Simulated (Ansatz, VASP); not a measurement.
**One calculation of As, two programs**

The input INCAR:

```
SYSTEM = As
  ALGO = Normal
  EDIFF = 1E-7
  ENCUT = 520
  GGA = RE
  ISIF = 2
  ISMEAR = -1
  LASPH = .True.
  LCHARG = .True.
  LELF = .True.
  LREAL = .False.
  LVHAR = .True.
  LWAVE = .False.
  NBANDS = 8
  NELM = 100
  PREC = Accurate
  SIGMA = 0.1
```

Contents of KPOINTS:

```
k-points
0
Gamma
  13 13 13
  0 0 0
```

Contents of POSCAR:

```
As
1.0
    2.8538268151      0.0000000000      0.0000000000
    0.0000000000      2.8538268151      0.0000000000
    0.0000000000      0.0000000000      2.8538268151
As
1
Direct
    0.0000000000      0.0000000000      0.0000000000
```

Input for Ansatz:

```yaml
crystal:
  lattice:
    - [2.8538268151, 0.0, 0.0]
    - [0.0, 2.8538268151, 0.0]
    - [0.0, 0.0, 2.8538268151]
  atoms:
    - { symbol: As, position: [0.0, 0.0, 0.0] }
hamiltonian:
  xc: revpbe
  pseudopotentials:
    kind: paw
    azcp:
      As: "pseudopotentials/As.paw.azcp"
basis:
  ecutwfc: 420
  fft_grid_basis: typed
kpoints:
  mp_grid: { grid: [13, 13, 13], shift: [0, 0, 0] }
magnetization:
  spin_polarized: false
scf:
  occupations: { method: fermi_dirac, width: 0.1 }
  lower_state_search: "off"
output:
  stress: true
  write_density: true
  write_potential: true
  elf: true
  volumetric_format: npy
```

Alike in both runs: task single point; functional revPBE; k mesh 13 × 13 × 13; occupations fermi-dirac, width 0.1 eV; no spin polarisation.

```csv
,VASP,Ansatz
version,VASP 6.6.1,Ansatz 0.2.0
potentials or method,"VASP PAW PBE potentials, release 64 (As), cutoff 520 eV","plane waves (420 eV) with PAW, scalar-relativistic"
valence electrons in the cell,5,15
```

```tsv
	VASP	Ansatz	Ansatz less VASP
pressure (GPa)	-6.8	-6.9	-0.02
```

VASP's potentials were made for PBE, not for revPBE. VASP's potentials hold 5 valence electrons a cell and Ansatz's 15, so a difference there can come from the potentials and not from the codes.
